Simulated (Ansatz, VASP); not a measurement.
**MgO in VASP and in Ansatz**

Contents of POSCAR:

```
MgO
1.0
    3.4012134103     -0.0793944373     -0.0707475936
   -1.7693643049      2.8313849105      0.0206544348
   -0.0849938196     -0.0204189794      4.9902099110
Mg O
2 2
Direct
    0.6672109634      0.3312949047      0.7525937039
    0.3298573810      0.6770369848      0.2473323229
    0.6672437058      0.3289198695      0.2531992899
    0.3356879498      0.6627482410      0.7468746833
```

File INCAR.step1:

```
ALGO = Normal ; EDIFF = 1E-4
ENCUT = 520 ; GGA = PE
ISMEAR = 0 ; LASPH = T
LCHARG = F ; LREAL = F
LWAVE = T ; NBANDS = 16
NELM = 60 ; PREC = Accurate
SIGMA = 0.05
```

Contents of INCAR.step2:

```
ALGO = Normal ; EDIFF = 1E-6
ENCUT = 520 ; ISIF = 2
ISMEAR = 0 ; ISTART = 1
LASPH = T ; LCHARG = F
LMIXTAU = T ; LREAL = F
LWAVE = F ; METAGGA = R2SCAN
NBANDS = 16 ; NELM = 60
PREC = Accurate ; SIGMA = 0.05
```

Contents of KPOINTS:

```
k-points
0
Gamma
  6 6 6
```

Input for Ansatz:

```yaml
crystal:
  lattice:
    - [3.4012134103, -0.0793944373, -0.0707475936]
    - [-1.7693643049, 2.8313849105, 0.0206544348]
    - [-0.0849938196, -0.0204189794, 4.990209911]
  atoms:
    - { symbol: Mg, position: [0.6672109634, 0.3312949047, 0.7525937039] }
    - { symbol: Mg, position: [0.329857381, 0.6770369848, 0.2473323229] }
    - { symbol: O, position: [0.6672437058, 0.3289198695, 0.2531992899] }
    - { symbol: O, position: [0.3356879498, 0.662748241, 0.7468746833] }
basis:
  ecutwfc: 500
kpoints:
  mp_grid: { grid: [6, 6, 6] }
hamiltonian:
  xc: r2scan
scf:
  occupations: { method: gaussian, width: 0.05 }
output:
  forces: true
  stress: true
  eigenvalues: true
  write_density: true
  write_potential: true
  elf: true
  volumetric_format: npy
```

Change from the starting cell: all atoms moved at random (sigma 0.03 Å a component), cell strained at random (sigma 0.05).

Alike in both runs: task single point; functional r2SCAN; k mesh 6 × 6 × 6; occupations gaussian, width 0.05 eV; no spin polarisation.

```csv
,VASP,Ansatz
version,VASP 6.6.1,Ansatz 0.2.0
potentials or method,"VASP PAW PBE potentials, release 64 (Mg, O), cutoff 520 eV","scalar-relativistic, plane waves, PAW"
valence electrons in the cell,16,32
```

|  | VASP | Ansatz | Ansatz less VASP |
| --- | --- | --- | --- |
| gap on the k mesh at the Fermi level (eV) | 3.54 | 3.56 | +0.019 |
| least direct gap on the mesh (eV) | 3.54 | 3.56 | +0.019 |
| pressure (GPa) | 1.7 | 2.1 | +0.37 |
| traceless stress, the component that is largest in VASP (GPa) | 16.59 | 16.35 | -0.239 |
| rms of the force components (eV/Å) | 0.809 | 0.793 | -0.0162 |

VASP's potentials were made for PBE, not for r2SCAN. Atom by atom the forces differ by 0.017 eV/Å (rms over components). The functional is the same, so the differences come from potentials, cutoffs and numerics. VASP's potentials hold 16 valence electrons a cell and Ansatz's 32, so a difference there can come from the potentials and not from the codes.
